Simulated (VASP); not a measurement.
Wanted: the native input for a VASP 6.6.1 run.

```
Task                   : single point
Functional             : PBE
Potentials or basis    : VASP PAW PBE potentials, release 64 (Zn, Tl_d, Cd, C, N)
Cutoff                 : 520 eV
k mesh                 : 4 × 4 × 4
Occupations            : gaussian, width 0.02 eV
Spin                   : no spin polarisation
Dipole correction      : no
Further INCAR settings : LREAL = Auto; ALGO = Normal; EDIFF = 1e-06; NBANDS = 66
```

The structure of Tl2ZnCdC6N6 lies in POSCAR:

```
Tl2ZnCdC6N6
1.0
    0.0000000000      5.7178252063      5.7178252063
    5.7178252063      0.0000000000      5.7178252063
    5.7178252063      5.7178252063      0.0000000000
Zn Tl Cd C N
1 2 1 6 6
Direct
    0.5000000000      0.5000000000      0.5000000000
    0.2500000000      0.2500000000      0.2500000000
    0.7500000000      0.7500000000      0.7500000000
    0.0000000000      0.0000000000      0.0000000000
    0.7893952145      0.2106047855      0.2106047855
    0.2106047855      0.7893952145      0.2106047855
    0.2106047855      0.2106047855      0.7893952145
    0.2106047855      0.7893952145      0.7893952145
    0.7893952145      0.2106047855      0.7893952145
    0.7893952145      0.7893952145      0.2106047855
    0.6870726998      0.3129273002      0.3129273002
    0.3129273002      0.6870726998      0.3129273002
    0.3129273002      0.3129273002      0.6870726998
    0.3129273002      0.6870726998      0.6870726998
    0.6870726998      0.3129273002      0.6870726998
    0.6870726998      0.6870726998      0.3129273002
```

These files were run (other wordings do the same):

INCAR

```
ALGO = Normal
EDIFF = 1E-6
ENCUT = 520
GGA = PE
ISIF = 2
ISMEAR = 0
LASPH = True
LCHARG = True
LELF = True
LREAL = Auto
LVHAR = True
LWAVE = False
NBANDS = 66
NELM = 60
PREC = Accurate
SIGMA = 0.02
```

KPOINTS

```
k-points
0
Gamma
  4 4 4
```

Potentials or basis: VASP PAW PBE potentials, release 64 (Zn, Tl_d, Cd, C, N).

Launch:

```sh
$ cat potpaw_PBE.64/Zn/POTCAR potpaw_PBE.64/Tl_d/POTCAR potpaw_PBE.64/Cd/POTCAR potpaw_PBE.64/C/POTCAR potpaw_PBE.64/N/POTCAR > POTCAR
$ mpirun -np 1 vasp_std > vasp.out
```

It gave:

```json
{
  "Pressure": "0.4 GPa",
  "Largest force": "0.394 eV/Å",
  "Band gap on the k mesh": "2.53 eV"
}
```

Caveat: spin-orbit coupling is left out, which moves the levels of the heavy elements.

Wall time 11 min on 1 thread of AMD EPYC 7R13, with other jobs on the host, peak memory 0.57 GiB.
